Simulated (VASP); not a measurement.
# PbS in VASP: a series of runs

The runs below take PbS through single point, relaxation of cell and atoms, with LDA, PBEsol, BLYP+D3(BJ).

Program: VASP 6.6.1. These are calculated values, not measurements. Logs are shortened: lines on timing, memory, paths and dates and some standing lists are left out, and cuts for length are marked.

### 1 The cell of the first run

The structure is hexagonal, space group P6_3mc (No. 186). The conventional cell has a = 4.030 Å, b = 4.030 Å, c = 7.221 Å, α = 90.00°, β = 90.00°, γ = 120.00°. Pb (site symmetry 3m) has 6 S at 2.87 to 3.03 Å and 2 Pb at 3.61 Å within 3.8 Å. Within 3.8 Å of S (site symmetry 3m) lie 6 Pb at 2.87 to 3.03 Å.

### 2 Single point, LDA

Contents of INCAR:

```
SYSTEM = PbS
ALGO = Normal
EDIFF = 1E-6
ENCUT = 500
GGA = CA
GGA_COMPAT = .FALSE.
ISIF = 2
ISMEAR = 0
LASPH = .TRUE.
LCHARG = .TRUE.
LELF = .TRUE.
LREAL = .FALSE.
LVHAR = .TRUE.
LWAVE = .FALSE.
NBANDS = 28
NELM = 120
PREC = Accurate
SIGMA = 0.01
```

Contents of KPOINTS:

```
k-points
0
G
  5 5 3
  0 0 0
```

Contents of POSCAR:

```
PbS
1.0
    2.0149668052     -3.4901350167      0.0000000000
    2.0149668052      3.4901350167      0.0000000000
    0.0000000000      0.0000000000      7.2205398923
Pb S
2 2
Direct
    0.0000049554      0.9999950446      0.4737907603
    0.9999950446      0.0000049554      0.9737907603
    0.6666770048      0.3333229952      0.7054092397
    0.3333229952      0.6666770048      0.2054092397
```

Potentials or basis: VASP PAW LDA potentials, release 64 (Pb_d, S).

Run with:

```console
> cat potpaw_LDA.64/Pb_d/POTCAR potpaw_LDA.64/S/POTCAR > POTCAR
> mpirun -np 1 vasp_std > vasp.out
```

OUTCAR:

```text
SYSTEM = PbS
   EDIFF = 1E-6
   ENCUT = 500
   GGA = CA
   ISIF = 2
   ISMEAR = 0
   LASPH = .TRUE.
   LREAL = .FALSE.
   NELM = 120
   PREC = Accurate

 ion  position               nearest neighbor table
   1  0.000  1.000  0.474-   3 2.87   3 2.87   3 2.87   4 3.03   4 3.03   4 3.03   2 3.61   2 3.61

   2  1.000  0.000  0.974-   4 2.87   4 2.87   4 2.87   3 3.03   3 3.03   3 3.03   1 3.61   1 3.61

   3  0.667  0.333  0.705-   1 2.87   1 2.87   1 2.87   2 3.03   2 3.03   2 3.03
   4  0.333  0.667  0.205-   2 2.87   2 2.87   2 2.87   1 3.03   1 3.03   1 3.03

  LATTYP: Found a base centered orthorhombic cell.
 ALAT       =     4.0299336104
 B/A-ratio  =     1.7321054658
 C/A-ratio  =     1.7917267604

  Lattice vectors:

 A1 = (   2.0149668052,  -3.4901350167,   0.0000000000)
 A2 = (   2.0149668052,   3.4901350167,   0.0000000000)
 A3 = (   0.0000000000,   0.0000000000,   7.2205398923)

Analysis of symmetry for initial positions (statically):
=====================================================================
 Subroutine PRICEL returns:
 Original cell was already a primitive cell.

 Routine SETGRP: Setting up the symmetry group for a
 base centered orthorhombic supercell.

 Subroutine GETGRP returns: Found  4 space group operations
 (whereof  2 operations were pure point group operations)
 out of a pool of  8 trial point group operations.

The static configuration has the point symmetry C_1h.
 The point group associated with its full space group is C_2v.

Analysis of symmetry for dynamics (positions and initial velocities):
=====================================================================
 Subroutine PRICEL returns:
 Original cell was already a primitive cell.

 Routine SETGRP: Setting up the symmetry group for a
 base centered orthorhombic supercell.

 Subroutine GETGRP returns: Found  4 space group operations
 (whereof  2 operations were pure point group operations)
 out of a pool of  8 trial point group operations.

The dynamic configuration has the point symmetry C_1h.
 The point group associated with its full space group is C_2v.

 Subroutine INISYM returns: Found  4 space group operations
 (whereof  2 operations are pure point group operations),
 and found     1 'primitive' translations

----------------------------------------------------------------------------------------

                                     Primitive cell

  volume of cell :     101.5570

  direct lattice vectors                    reciprocal lattice vectors
     2.014966805 -3.490135017  0.000000000     0.248143046 -0.143260933  0.000000000
     2.014966805  3.490135017  0.000000000     0.248143046  0.143260933  0.000000000
     0.000000000  0.000000000  7.220539892     0.000000000  0.000000000  0.138493799

  length of vectors
     4.030028990  4.030028990  7.220539892     0.286528648  0.286528648  0.138493799

  position of ions in fractional coordinates (direct lattice)
     0.000004955  0.999995045  0.473790760
     0.999995045  0.000004955  0.973790760
     0.666677005  0.333322995  0.705409240
     0.333322995  0.666677005  0.205409240

  ion indices of the primitive-cell ions
   primitive index   ion index
                 1           1
                 2           2
                 3           3
                 4           4

----------------------------------------------------------------------------------------

 KPOINTS: k-points

Automatic generation of k-mesh.
 Grid dimensions read from file:
 generate k-points for:    5    5    3

 Generating k-lattice:

  Cartesian coordinates                     Fractional coordinates (reciprocal lattice)
     0.049628609 -0.028652187  0.000000000     0.200000000  0.000000000  0.000000000
     0.049628609  0.028652187  0.000000000     0.000000000  0.200000000  0.000000000
     0.000000000  0.000000000  0.046164600     0.000000000  0.000000000  0.333333333

  Length of vectors
     0.057305730  0.057305730  0.046164600

  Shift w.r.t. Gamma in fractional coordinates (k-lattice)
     0.000000000  0.000000000  0.000000000

 Subroutine IBZKPT returns following result:
 ===========================================

 Found     18 irreducible k-points:

 Following reciprocal coordinates:
            Coordinates               Weight
  0.000000  0.000000  0.000000      1.000000
  0.200000  0.000000  0.000000      4.000000
  0.400000  0.000000  0.000000      4.000000
  0.200000  0.200000  0.000000      2.000000
  0.400000  0.200000  0.000000      4.000000
 -0.400000  0.200000  0.000000      4.000000
[... 10 lines left out ...]
  0.400000  0.400000  0.333333      4.000000
 -0.400000  0.400000  0.333333      4.000000
   k-points           NKPTS =     18   k-points in BZ     NKDIM =     18   number of bands    NBANDS=     28
   number of dos      NEDOS =    301   number of ions     NIONS =      4
   total plane-waves  NPLWV =  48600
   dimension x,y,z NGX =    30 NGY =   30 NGZ =   54
   dimension x,y,z NGXF=    60 NGYF=   60 NGZF=  108
   ions per type =               2   2
   NGX,Y,Z   is equivalent  to a cutoff of  12.38, 12.38, 12.43 a.u.
   NGXF,Y,Z  is equivalent  to a cutoff of  24.75, 24.75, 24.87 a.u.
 SYSTEM =  PbS
   PREC   = accura    normal or accurate (medium, high low for compatibility)
   ISTART =      0    job   : 0-new  1-cont  2-samecut
   ICHARG =      2    charge: 1-file 2-atom 10-const
   ISPIN  =      1    spin polarized calculation?
   LNONCOLLINEAR =      F non collinear calculations
   LSORBIT =      F    spin-orbit coupling
   LASPH  =      T    aspherical Exc in radial PAW
   ENCUT  =  500.0 eV  36.75 Ry    6.06 a.u.   7.35  7.35 13.16*2*pi/ulx,y,z
   NELM   =    120;   NELMIN=  2; NELMDL= -5     # of ELM steps
   EDIFF  = 0.1E-05   stopping-criterion for ELM
   LREAL  =      F    real-space projection
   EDIFFG = 0.1E-04   stopping-criterion for IOM
   NSW    =      0    number of steps for IOM
   IBRION =     -1    ionic relax: 0-MD 1-quasi-New 2-CG
   NFREE  =      0    steps in history (QN), initial steepest desc. (CG)
   ISIF   =      2    stress and relaxation
   ISYM   =      2    0-nonsym 1-usesym 2-fastsym
   POTIM  = 0.5000    time-step for ionic-motion
   TEBEG  =    0.0;   TEEND  =   0.0 temperature during run
   PSTRESS=    0.0 pullay stress
   NELECT =      40.0000    total number of electrons
   NUPDOWN=      -1.0000    fix difference up-down
   EMIN   =  10.00;   EMAX   =-10.00  energy-range for DOS
   EFERMI =   0.00;   METHOD = LEGACY
   ISMEAR =     0;   SIGMA  =   0.01  broadening in eV -4-tet -1-fermi 0-gaus
   EFERMI_NEDOS =   21; number of points for ismear=-14 and -15
   IALGO  =     38    algorithm
   IMIX   =      4    mixing-type and parameters
     AMIX     =   0.40;   BMIX     =  1.00
     AMIX_MAG =   1.60;   BMIX_MAG =  1.00
  volume/ion in A,a.u.               =      25.39       171.34
  Fermi-wavevector in a.u.,A,eV,Ry     =   1.200029  2.267725 19.593320  1.440068
  Thomas-Fermi vector in A             =   2.335875
   LORBIT       =      0    0 simple, 1 ext, 2 COOP (PROOUT), +10 PAW based schemes
   GGA     = CA    functional components
   LHFCALC =     F    Hartree Fock is set to
   AEXX    =    0.0000 exact exchange contribution
   IVDW    =     0    specifies the selected vdW correction
   LEPSILON=     F    determine dielectric tensor
   LRPA    =     F    only Hartree local field effects (RPA)
 non-spin polarized calculation
 Gauss-broadening in eV      SIGMA  =   0.01
  energy-cutoff  :      500.00
  volume of cell :      101.56
 maximum number of plane-waves:      2601
 NGX is ok and might be reduce to    30
   NGX = 15   NGY = 15   NGZ = 27

 number of electron      40.0000001 magnetization

 Free energy of the ion-electron system (eV)
  ---------------------------------------------------
  ext. energy  EPLUGINS =         0.00000000
  ---------------------------------------------------
  free energy    TOTEN  =       -19.73008128 eV

  energy without entropy =      -19.73008128  energy(sigma->0) =      -19.73008128

 E-fermi :   6.0699     XC(G=0): -10.1384

 val. band max:        6.0220489737   @ k =   0.0000   0.0000   0.0000
 cond. band min:       6.2782044736   @ k =   0.4000   0.0000   0.0000
 fundamental gap:      0.2561554999
 Fermi energy:         6.0698586600

 k-point     1 :       0.0000    0.0000    0.0000
  band No.  band energies     occupation
      1     -11.0393      2.00000
      2     -10.9644      2.00000
      3     -10.9644      2.00000
      4     -10.9379      2.00000
      5     -10.9379      2.00000
      6     -10.9204      2.00000
[... 20 lines left out ...]
     27      12.2608      0.00000
     28      13.4305      0.00000

 k-point     2 :       0.2000    0.0000    0.0000
  band No.  band energies     occupation
      1     -11.0293      2.00000
      2     -11.0131      2.00000
      3     -10.9522      2.00000
      4     -10.9473      2.00000
      5     -10.9327      2.00000
      6     -10.9134      2.00000
[... 20 lines left out ...]
     27      11.6693      0.00000
     28      12.7125      0.00000

 k-point     3 :       0.4000    0.0000    0.0000
  band No.  band energies     occupation
      1     -11.0998      2.00000
      2     -11.0117      2.00000
      3     -10.9672      2.00000
      4     -10.9530      2.00000
      5     -10.9403      2.00000
      6     -10.8867      2.00000
[... 20 lines left out ...]
     27      11.9486      0.00000
     28      13.8193      0.00000

 k-point     4 :       0.2000    0.2000    0.0000
  band No.  band energies     occupation
      1     -11.0629      2.00000
      2     -11.0132      2.00000
      3     -10.9733      2.00000
      4     -10.9438      2.00000
      5     -10.9349      2.00000
      6     -10.8976      2.00000
[... 20 lines left out ...]
     27      11.1951      0.00000
     28      13.5032      0.00000

 k-point     5 :       0.4000    0.2000    0.0000
  band No.  band energies     occupation
      1     -11.0831      2.00000
      2     -11.0032      2.00000
      3     -10.9965      2.00000
      4     -10.9420      2.00000
      5     -10.9288      2.00000
      6     -10.8904      2.00000
[... 20 lines left out ...]
     27      11.9137      0.00000
     28      14.2304      0.00000

 k-point     6 :      -0.4000    0.2000    0.0000
  band No.  band energies     occupation
      1     -11.0629      2.00000
      2     -11.0132      2.00000
      3     -10.9733      2.00000
      4     -10.9438      2.00000
      5     -10.9349      2.00000
      6     -10.8976      2.00000
[... 277 lines left out ...]
      5     -10.9273      2.00000
      6     -10.9091      2.00000
[... 20 lines left out ...]
     27      11.6930      0.00000
     28      12.8943      0.00000

 k-point    16 :      -0.2000    0.2000    0.3333
  band No.  band energies     occupation
      1     -10.9953      2.00000
      2     -10.9760      2.00000
      3     -10.9581      2.00000
      4     -10.9372      2.00000
      5     -10.9223      2.00000
      6     -10.9186      2.00000
[... 20 lines left out ...]
     27      12.0574      0.00000
     28      13.3597      0.00000

 k-point    17 :       0.4000    0.4000    0.3333
  band No.  band energies     occupation
      1     -11.0493      2.00000
      2     -10.9946      2.00000
      3     -10.9539      2.00000
      4     -10.9451      2.00000
      5     -10.9197      2.00000
      6     -10.9072      2.00000
[... 20 lines left out ...]
     27      12.7856      0.00000
     28      13.5383      0.00000

 k-point    18 :      -0.4000    0.4000    0.3333
  band No.  band energies     occupation
      1     -11.0622      2.00000
      2     -10.9929      2.00000
      3     -10.9663      2.00000
      4     -10.9322      2.00000
      5     -10.9243      2.00000
      6     -10.9142      2.00000
[... 20 lines left out ...]
     27      12.2552      0.00000
     28      13.1159      0.00000

------------------------ aborting loop because EDIFF is reached ----------------------------------------

  FORCE on cell =-STRESS in cart. coord.  units (eV):
  Direction    XX          YY          ZZ          XY          YZ          ZX
  --------------------------------------------------------------------------------------
  -------------------------------------------------------------------------------------
  Total        0.0229275      0.0228337      0.0552764      0.0000000      0.0000000      0.0000000
  in kB        0.3617068      0.3602284      0.8720490      0.0000000      0.0000000      0.0000000
  external PRESSURE =       0.5313280 kB  Pullay stress =       0.0000000 kB

 VOLUME and BASIS-vectors are now :
 -----------------------------------------------------------------------------
  energy-cutoff  :      500.00
  volume of cell :      101.56
      direct lattice vectors                 reciprocal lattice vectors
     2.014966805 -3.490135017  0.000000000     0.248143046 -0.143260933  0.000000000
     2.014966805  3.490135017  0.000000000     0.248143046  0.143260933  0.000000000
     0.000000000  0.000000000  7.220539892     0.000000000  0.000000000  0.138493799

 POSITION                                       TOTAL-FORCE (eV/Angst)
 -----------------------------------------------------------------------------------
      2.01497      3.49010      3.42103         0.000000     -0.000002     -0.006038
      2.01497     -3.49010      7.03130         0.000000      0.000002     -0.006038
      2.01497     -1.16345      5.09344         0.000000      0.000127      0.006038
      2.01497      1.16345      1.48317         0.000000     -0.000127      0.006038
 -----------------------------------------------------------------------------------
    total drift:                                0.000000     -0.000000     -0.002618

  FREE ENERGIE OF THE ION-ELECTRON SYSTEM (eV)
  ---------------------------------------------------
  free  energy   TOTEN  =       -19.7300812772 eV

  energy  without entropy=      -19.7300812772  energy(sigma->0) =      -19.73008128
```

Run time: 39 s. Hardware: 1 thread of Intel Xeon Platinum 8375C at 2.90GHz (Ice Lake), shared host; peak memory 0.19 GiB.

Results:

* Free energy: -19.7301 eV
* Pressure: 0.1 GPa
* Largest force: 0.006 eV/Å
* Band gap on the k mesh: 0.26 eV, indirect (least direct gap 0.64 eV)

Forces in eV/Å, atoms in the order of the input:
```
Pb   0.000  0.000 -0.006
Pb   0.000  0.000 -0.006
S    0.000  0.000  0.006
S    0.000  0.000  0.006
```

Caveat: spin-orbit coupling is left out, which moves the levels of the heavy elements.

(Continued in part 2 of 3.)
